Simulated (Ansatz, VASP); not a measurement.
# Two plane-wave programs on Al

```
Al
1.0
     0.00000    1.99129    1.99129
     1.99129    0.00000    1.99129
     1.99129    1.99129    0.00000
Al
1
Cartesian
  0.0000 0.0000 0.0000
```

Alike in both runs: functional LDA; k mesh 13 × 13 × 13; occupations fermi-dirac, width 0.1 eV; no spin polarisation.

Ansatz relaxed the structure, and its values are those at the end. VASP's run is a single point on that final structure, the one shown.

```csv
,VASP,Ansatz
version,VASP 6.6.1,Ansatz 0.2.0
potentials or method,"VASP PAW LDA potentials, release 64 (Al), cutoff 500 eV","plane waves (420 eV) with PAW (set soft_1), scalar-relativistic"
valence electrons in the cell,3,3
```

|  | VASP | Ansatz | Ansatz less VASP |
| --- | --- | --- | --- |
| pressure (GPa) | 0.1 | 0.0 | -0.09 |

Ansatz warns that its potentials were made for another functional, while VASP's fit it. LDA's correlation is that of Perdew and Zunger in VASP and of Perdew and Wang (1992) in Ansatz.
